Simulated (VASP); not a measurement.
Set up this calculation in VASP 6.6.1, as the native input.

```
Task                   : relaxation of cell and atoms
Functional             : PBE
Potentials or basis    : VASP PAW PBE potentials, release 64 (Ca_sv, Zr_sv, N)
Cutoff                 : 600 eV
k mesh                 : 6 × 6 × 12
Occupations            : gaussian, width 0.1 eV
Spin                   : no spin polarisation
Dipole correction      : no
Further INCAR settings : ALGO = Normal; EDIFF = 1e-06; IBRION = 2; EDIFFG = -0.01; NSW = 100; ISIF = 3
```

The structure of CaZr3N2 lies in POSCAR:

```
CaZr3N2
1.0
    6.1251133126      0.0000000000      0.0000000000
   -3.0625566563      5.3045037298      0.0000000000
    0.0000000000      0.0000000000      3.1346551713
Ca Zr N
1 3 2
Direct
    0.0000000000      0.0000000000      0.0000000000
    0.5000000000      0.0000000000      0.5000000000
    0.5000000000      0.5000000000      0.5000000000
    0.0000000000      0.5000000000      0.5000000000
    0.3333333333      0.6666666667      0.0000000000
    0.6666666667      0.3333333333      0.0000000000
```

The cell was generated, and may not be a known phase.

One way to write it, as run:

INCAR

```
ALGO     = Normal         # electronic algorithm
EDIFF    = 1E-6           # SCF threshold, eV
EDIFFG   = -0.01          # ionic threshold
ENCUT    = 600            # plane-wave cutoff, eV
GGA      = PE             # functional
IBRION   = 2              # ionic algorithm
ISIF     = 3              # what is computed and relaxed
ISMEAR   = 0              # smearing method
LASPH    = True           # aspherical terms in the spheres
LCHARG   = False          # write CHGCAR
LREAL    = False          # projectors in reciprocal space
LWAVE    = False          # write WAVECAR
NELM     = 80             # most SCF steps
NSW      = 100            # ionic steps
PREC     = Accurate       # precision mode
SIGMA    = 0.1            # smearing width, eV
```

KPOINTS

```
k-points
0
Gamma
  6 6 12
```

Potentials or basis: VASP PAW PBE potentials, release 64 (Ca_sv, Zr_sv, N).

Launch:

```sh
$ cat potpaw_PBE.64/Ca_sv/POTCAR potpaw_PBE.64/Zr_sv/POTCAR potpaw_PBE.64/N/POTCAR > POTCAR
$ mpirun -np 1 vasp_std > vasp.out
```

It gave:

- Relaxed volume: 17.00 Å³/atom
- Relaxed cell: a = 6.136 Å, b = 6.136 Å, c = 3.129 Å, α = 90.00°, β = 90.00°, γ = 120.00°
- Space group after relaxing (to 0.1 Å): P6/mmm (No. 191)
- Energy gained by relaxing: 0.1 meV/atom
- Ionic steps: 5
- Pressure after relaxing: 0.0 GPa
- Band gap on the k mesh: zero (bands 28 and 29 overlap by 1.39 eV)

It took 5.6 min on 1 thread of Intel(R) Xeon(R) 6975P-C (Granite Rapids) (shared host), peak memory 0.39 GiB.
